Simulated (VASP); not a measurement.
# Ba2TaC2 (P-6m2) in VASP: further runs, part 2 of 2

VASP 6.6.1.

**3. Single point, PBE**

This run uses another cell than the first one, of 23.74 Å³/atom, 1.024 times its volume.

INCAR

```
PREC = Accurate
ENCUT = 520
EDIFF = 1E-6
ISMEAR = 0
SIGMA = 0.1
LREAL = False
LASPH = True
NELM = 60
ALGO = Normal
ISIF = 2
LWAVE = False
LCHARG = True
GGA = PE
LELF = True
LVHAR = True
NBANDS = 28
```

KPOINTS

```
Automatic mesh
0
Gamma
  6 6 4
```

POSCAR

```
Ba2TaC2
1.0
    4.4542058400      0.0000000000      0.0000000000
   -2.2271029200      3.8574554100      0.0000000000
    0.0000000000      0.0000000000      6.9096852000
Ba Ta C
2 1 2
Direct
    0.6666666700      0.3333333300      0.2466148100
    0.6666666700      0.3333333300      0.7533851900
    0.0000000000      0.0000000000      0.0000000000
    0.3333333300      0.6666666700      0.2525738900
    0.3333333300      0.6666666700      0.7474261100
```

Potentials or basis: VASP PAW PBE potentials, release 64 (Ba_sv, Ta_pv, C).

Command:

```sh
$ cat potpaw_PBE.64/Ba_sv/POTCAR potpaw_PBE.64/Ta_pv/POTCAR potpaw_PBE.64/C/POTCAR > POTCAR
$ mpirun -np 1 vasp_std > vasp.out
```

OUTCAR:

```text
PREC = Accurate
   ENCUT = 520
   EDIFF = 1E-6
   ISMEAR = 0
   LREAL = False
   LASPH = True
   NELM = 60
   ISIF = 2
   GGA = PE

 ion  position               nearest neighbor table
   1  0.667  0.333  0.247-   4 2.57   4 2.57   4 2.57   3 3.08   3 3.08   3 3.08   2 3.41   2 3.50

   2  0.667  0.333  0.753-   5 2.57   5 2.57   5 2.57   3 3.08   3 3.08   3 3.08   1 3.41   1 3.50

   3  0.000  0.000  0.000-   1 3.08   2 3.08   1 3.08   2 3.08   1 3.08   2 3.08
   4  0.333  0.667  0.253-   1 2.57   1 2.57   1 2.57
   5  0.333  0.667  0.747-   2 2.57   2 2.57   2 2.57

  LATTYP: Found a hexagonal cell.
 ALAT       =     4.4542058400
 C/A-ratio  =     1.5512720894

  Lattice vectors:

 A1 = (   4.4542058400,   0.0000000000,   0.0000000000)
 A2 = (  -2.2271029200,   3.8574554100,   0.0000000000)
 A3 = (   0.0000000000,   0.0000000000,   6.9096852000)

Analysis of symmetry for initial positions (statically):
=====================================================================
 Subroutine PRICEL returns:
 Original cell was already a primitive cell.

 Routine SETGRP: Setting up the symmetry group for a
 hexagonal supercell.

 Subroutine GETGRP returns: Found 12 space group operations
 (whereof 12 operations were pure point group operations)
 out of a pool of 24 trial point group operations.

The static configuration has the point symmetry D_3h.

Analysis of symmetry for dynamics (positions and initial velocities):
=====================================================================
 Subroutine PRICEL returns:
 Original cell was already a primitive cell.

 Routine SETGRP: Setting up the symmetry group for a
 hexagonal supercell.

 Subroutine GETGRP returns: Found 12 space group operations
 (whereof 12 operations were pure point group operations)
 out of a pool of 24 trial point group operations.

The dynamic configuration has the point symmetry D_3h.

 Subroutine INISYM returns: Found 12 space group operations
 (whereof 12 operations are pure point group operations),
 and found     1 'primitive' translations

----------------------------------------------------------------------------------------

                                     Primitive cell

  volume of cell :     118.7215

  direct lattice vectors                    reciprocal lattice vectors
     4.454205840  0.000000000  0.000000000     0.224506912  0.129619126  0.000000000
    -2.227102920  3.857455410  0.000000000     0.000000000  0.259238253  0.000000000
     0.000000000  0.000000000  6.909685200     0.000000000  0.000000000  0.144724394

  length of vectors
     4.454205840  4.454205839  6.909685200     0.259238253  0.259238253  0.144724394

  position of ions in fractional coordinates (direct lattice)
     0.666666670  0.333333330  0.246614810
     0.666666670  0.333333330  0.753385190
     0.000000000  0.000000000  0.000000000
     0.333333330  0.666666670  0.252573890
     0.333333330  0.666666670  0.747426110

  ion indices of the primitive-cell ions
   primitive index   ion index
                 1           1
                 2           2
                 3           3
                 4           4
                 5           5
[... 23 lines left out ...]
 ===========================================

 Found     21 irreducible k-points:

 Following reciprocal coordinates:
            Coordinates               Weight
  0.000000  0.000000  0.000000      1.000000
  0.166667  0.000000  0.000000      6.000000
  0.333333  0.000000  0.000000      6.000000
  0.500000  0.000000  0.000000      3.000000
  0.166667  0.166667  0.000000      6.000000
  0.333333  0.166667  0.000000     12.000000
[... 13 lines left out ...]
  0.333333  0.166667  0.500000     12.000000
  0.333333  0.333333  0.500000      2.000000
   k-points           NKPTS =     21   k-points in BZ     NKDIM =     21   number of bands    NBANDS=     28
   number of dos      NEDOS =    301   number of ions     NIONS =      5
   total plane-waves  NPLWV =  69984
   dimension x,y,z NGX =    36 NGY =   36 NGZ =   54
   dimension x,y,z NGXF=    72 NGYF=   72 NGZF=  108
   ions per type =               2   1   2
   NGX,Y,Z   is equivalent  to a cutoff of  13.44, 13.44, 12.99 a.u.
   NGXF,Y,Z  is equivalent  to a cutoff of  26.87, 26.87, 25.98 a.u.
 SYSTEM =  unknown system
   PREC   = accura    normal or accurate (medium, high low for compatibility)
   ISTART =      0    job   : 0-new  1-cont  2-samecut
   ICHARG =      2    charge: 1-file 2-atom 10-const
   ISPIN  =      1    spin polarized calculation?
   LNONCOLLINEAR =      F non collinear calculations
   LSORBIT =      F    spin-orbit coupling
   LASPH  =      T    aspherical Exc in radial PAW
   ENCUT  =  520.0 eV  38.22 Ry    6.18 a.u.   8.28  8.28 12.85*2*pi/ulx,y,z
   NELM   =     60;   NELMIN=  2; NELMDL= -5     # of ELM steps
   EDIFF  = 0.1E-05   stopping-criterion for ELM
   LREAL  =      F    real-space projection
   EDIFFG = 0.1E-04   stopping-criterion for IOM
   NSW    =      0    number of steps for IOM
   IBRION =     -1    ionic relax: 0-MD 1-quasi-New 2-CG
   NFREE  =      0    steps in history (QN), initial steepest desc. (CG)
   ISIF   =      2    stress and relaxation
   ISYM   =      2    0-nonsym 1-usesym 2-fastsym
   POTIM  = 0.5000    time-step for ionic-motion
   TEBEG  =    0.0;   TEEND  =   0.0 temperature during run
   PSTRESS=    0.0 pullay stress
   NELECT =      39.0000    total number of electrons
   NUPDOWN=      -1.0000    fix difference up-down
   EMIN   =  10.00;   EMAX   =-10.00  energy-range for DOS
   EFERMI =   0.00;   METHOD = LEGACY
   ISMEAR =     0;   SIGMA  =   0.10  broadening in eV -4-tet -1-fermi 0-gaus
   EFERMI_NEDOS =   21; number of points for ismear=-14 and -15
   IALGO  =     38    algorithm
   IMIX   =      4    mixing-type and parameters
     AMIX     =   0.40;   BMIX     =  1.00
     AMIX_MAG =   1.60;   BMIX_MAG =  1.00
  volume/ion in A,a.u.               =      23.74       160.23
  Fermi-wavevector in a.u.,A,eV,Ry     =   1.129588  2.134611 17.360598  1.275968
  Thomas-Fermi vector in A             =   2.266281
   LORBIT       =      0    0 simple, 1 ext, 2 COOP (PROOUT), +10 PAW based schemes
   GGA     = PE    functional components
   LHFCALC =     F    Hartree Fock is set to
   AEXX    =    0.0000 exact exchange contribution
   IVDW    =     0    specifies the selected vdW correction
   LEPSILON=     F    determine dielectric tensor
   LRPA    =     F    only Hartree local field effects (RPA)
 non-spin polarized calculation
 Gauss-broadening in eV      SIGMA  =   0.10
  energy-cutoff  :      520.00
  volume of cell :      118.72
 maximum number of plane-waves:      3210
 NGX is ok and might be reduce to    36
   NGX = 17   NGY = 17   NGZ = 25

 number of electron      39.0000001 magnetization

 Free energy of the ion-electron system (eV)
  ---------------------------------------------------
  ext. energy  EPLUGINS =         0.00000000
  ---------------------------------------------------
  free energy    TOTEN  =       -21.62176542 eV

  energy without entropy =      -21.58569833  energy(sigma->0) =      -21.60373188

 E-fermi :   3.0005     XC(G=0):  -9.6669

 val. band max:        2.9896736978   @ k =   0.1667   0.0000   0.5000
 cond. band min:       3.0155767426   @ k =   0.1667   0.0000   0.2500
 fundamental gap:      0.0259030448
 Fermi energy:         3.0005357180

 k-point     1 :       0.0000    0.0000    0.0000
  band No.  band energies     occupation
      1     -32.1250      2.00000
      2     -32.1250      2.00000
      3     -32.1161      2.00000
      4     -24.1236      2.00000
      5     -23.8236      2.00000
      6     -10.7544      2.00000
[... 640 lines left out ...]
     27       5.9530      0.00000
     28       6.9855      0.00000

------------------------ aborting loop because EDIFF is reached ----------------------------------------

  FORCE on cell =-STRESS in cart. coord.  units (eV):
  Direction    XX          YY          ZZ          XY          YZ          ZX
  --------------------------------------------------------------------------------------
  -------------------------------------------------------------------------------------
  Total        2.6595074      2.6595074      3.9244197      0.0000000      0.0000000     -0.0000000
  in kB       35.8907328     35.8907327     52.9610476      0.0000000      0.0000000     -0.0000000
  external PRESSURE =      41.5808377 kB  Pullay stress =       0.0000000 kB

 VOLUME and BASIS-vectors are now :
 -----------------------------------------------------------------------------
  energy-cutoff  :      520.00
  volume of cell :      118.72
      direct lattice vectors                 reciprocal lattice vectors
     4.454205840  0.000000000  0.000000000     0.224506912  0.129619126  0.000000000
    -2.227102920  3.857455410  0.000000000     0.000000000  0.259238253  0.000000000
     0.000000000  0.000000000  6.909685200     0.000000000  0.000000000  0.144724394

 POSITION                                       TOTAL-FORCE (eV/Angst)
 -----------------------------------------------------------------------------------
      2.22710      1.28582      1.70403        -0.000000      0.000000      1.946839
      2.22710      1.28582      5.20565        -0.000000      0.000000     -1.946839
      0.00000      0.00000      0.00000         0.000000      0.000000      0.000000
     -0.00000      2.57164      1.74521         0.000000     -0.000000     -1.574474
     -0.00000      2.57164      5.16448         0.000000     -0.000000      1.574474
 -----------------------------------------------------------------------------------
    total drift:                               -0.000009      0.000005     -0.000000

  FREE ENERGIE OF THE ION-ELECTRON SYSTEM (eV)
  ---------------------------------------------------
  free  energy   TOTEN  =       -21.6217654246 eV

  energy  without entropy=      -21.5856983327  energy(sigma->0) =      -21.60373188
```

OSZICAR:

```text
N       E                     dE             d eps       ncg     rms          rms(c)
DAV:   1     0.283646695809E+03    0.28365E+03   -0.18461E+04  1176   0.124E+03
DAV:   2    -0.737502532838E+01   -0.29102E+03   -0.28323E+03  1528   0.294E+02
DAV:   3    -0.275660765497E+02   -0.20191E+02   -0.19754E+02  1676   0.723E+01
DAV:   4    -0.285474497497E+02   -0.98137E+00   -0.97902E+00  1836   0.124E+01
DAV:   5    -0.285584494515E+02   -0.11000E-01   -0.10998E-01  1496   0.150E+00    0.195E+01
DAV:   6    -0.389738315237E+02   -0.10415E+02   -0.21967E+02  1396   0.320E+01    0.240E+01
DAV:   7    -0.220092745941E+02    0.16965E+02   -0.66763E+01  1428   0.236E+01    0.103E+01
DAV:   8    -0.217595884585E+02    0.24969E+00   -0.40820E+00  1408   0.731E+00    0.551E+00
DAV:   9    -0.216421460313E+02    0.11744E+00   -0.12343E+00  1500   0.425E+00    0.198E+00
DAV:  10    -0.216375068715E+02    0.46392E-02   -0.20126E-01  1672   0.128E+00    0.959E-01
DAV:  11    -0.216342784015E+02    0.32285E-02   -0.18861E-01  1584   0.117E+00    0.876E-01
DAV:  12    -0.216211526375E+02    0.13126E-01   -0.86625E-02  1508   0.705E-01    0.167E-01
DAV:  13    -0.216214963917E+02   -0.34375E-03   -0.23784E-03  1352   0.201E-01    0.665E-02
DAV:  14    -0.216218008608E+02   -0.30447E-03   -0.12959E-03  1416   0.121E-01    0.696E-02
DAV:  15    -0.216217579880E+02    0.42873E-04   -0.43535E-04  1456   0.510E-02    0.145E-02
DAV:  16    -0.216217644455E+02   -0.64575E-05   -0.22398E-05  1340   0.188E-02    0.437E-03
DAV:  17    -0.216217654246E+02   -0.97901E-06   -0.40174E-06  1212   0.716E-03
   1 F= -.21621765E+02 E0= -.21603732E+02  d E =-.360671E-01
```

Run time: 77 s. Hardware: 1 thread of Intel Xeon Platinum 8488C (Sapphire Rapids), shared host; peak memory 0.29 GiB.

What came out:

```
Free energy   : -21.6218 eV
Pressure      : 4.2 GPa
Largest force : 1.947 eV/Å
```

Forces in eV/Å, atoms in the order of the input:
```
Ba   0.000  0.000  1.947
Ba   0.000  0.000 -1.947
Ta   0.000  0.000  0.000
C    0.000  0.000 -1.574
C    0.000  0.000  1.574
```

Stress tensor (GPa, compression positive):
```
3.59 0.00 0.00
0.00 3.59 0.00
0.00 0.00 5.30
```

Caveat: spin-orbit coupling is left out, which moves the levels of the heavy elements; forces of over 1 eV/Å act on the atoms, so gaps and moduli don't describe the material at rest.

**4. Single point, PBE**

This run uses another cell than the first one, of 23.29 Å³/atom, 1.004 times its volume.

INCAR

```
SYSTEM = Ba2TaC2
  PREC = Accurate
  ENCUT = 520
  EDIFF = 1E-6
  ISMEAR = 0
  SIGMA = 0.1
  LREAL = .False.
  LASPH = .True.
  NELM = 80
  ALGO = Normal
  ISIF = 2
  LWAVE = .False.
  LCHARG = .True.
  GGA = PE
  LELF = .True.
  LVHAR = .True.
  NBANDS = 28
```

KPOINTS

```
regular mesh
0
Gamma
  12 12 4
  0 0 0
```

POSCAR

```
Ba2TaC2
1.0
    3.6231873536      0.0000000000      0.0000000000
   -1.8115936768      3.1377722909      0.0000000000
    0.0000000000      0.0000000000     10.2421376039
Ba Ta C
2 1 2
Direct
    0.6666666667      0.3333333333      0.2731308158
    0.6666666667      0.3333333333      0.7268691842
    0.0000000000      0.0000000000      0.0000000000
    0.3333333333      0.6666666667      0.0793263313
    0.3333333333      0.6666666667      0.9206736687
```

Command:

```sh
$ cat potpaw_PBE.64/Ba_sv/POTCAR potpaw_PBE.64/Ta_pv/POTCAR potpaw_PBE.64/C/POTCAR > POTCAR
$ mpirun -np 1 vasp_std > vasp.out
```

It took 2.4 min on 1 thread of Intel Xeon Platinum 8488C (Sapphire Rapids), shared host; peak memory 0.35 GiB.

It converged, with:

- Free energy: -33.1777 eV
- Pressure: 1.1 GPa
- Largest force: 0.172 eV/Å

Forces in eV/Å, atoms in the order of the input:
```
Ba   0.000  0.000  0.172
Ba   0.000  0.000 -0.172
Ta   0.000  0.000  0.000
C    0.000  0.000 -0.068
C    0.000  0.000  0.068
```

Stress tensor (GPa, compression positive):
```
0.97 0.00 0.00
0.00 0.97 0.00
0.00 0.00 1.22
```

Levels at points of the mesh, in eV from the Fermi level:
```tsv
k point	band 16	band 17	band 18	band 19	band 20	band 21	band 22	band 23	band 24	band 25
(0.00, 0.00, 0.00)	-4.37	-1.25	-1.25	-0.88	-0.48	0.05	2.32	2.47	2.47	2.91
(0.50, 0.00, 0.00)	-3.33	-2.33	-1.78	-1.52	-0.53	0.81	0.99	1.83	2.39	2.50
(0.00, 0.00, 0.50)	-4.23	-1.30	-1.25	-1.25	-0.03	0.06	2.17	2.38	2.52	2.52
(0.50, 0.00, 0.50)	-3.33	-2.33	-1.96	-1.43	-0.61	0.61	1.03	1.95	2.38	2.43
```

Caveat: spin-orbit coupling is left out, which moves the levels of the heavy elements.

**5. Summary**

```tsv
cell	k mesh	gap on the mesh (eV)	pressure (GPa)	largest force (eV/Å)
a = 3.628, b = 3.628, c = 10.171 Å, angles 90.0, 90.0, 120.0°, 5 atoms	6 × 6 × 4	none	1.1	0.16
a = 4.454, b = 4.454, c = 6.910 Å, angles 90.0, 90.0, 120.0°, 5 atoms	6 × 6 × 4	none	4.2	1.95
a = 3.623, b = 3.623, c = 10.242 Å, angles 90.0, 90.0, 120.0°, 5 atoms	12 × 12 × 4	none	1.1	0.17
```

Alike in all rows: task single point; level PBE; potentials or basis VASP PAW PBE potentials, release 64 (Ba_sv, Ta_pv, C); no spin polarisation; cutoff (eV) 520; smearing gaussian 0.1 eV.

Caveats: spin-orbit coupling is left out, which moves the levels of the heavy elements; forces of over 1 eV/Å act on the atoms, so gaps and moduli don't describe the material at rest (some runs).

Absolute energies hang on the potentials; compare differences alone.
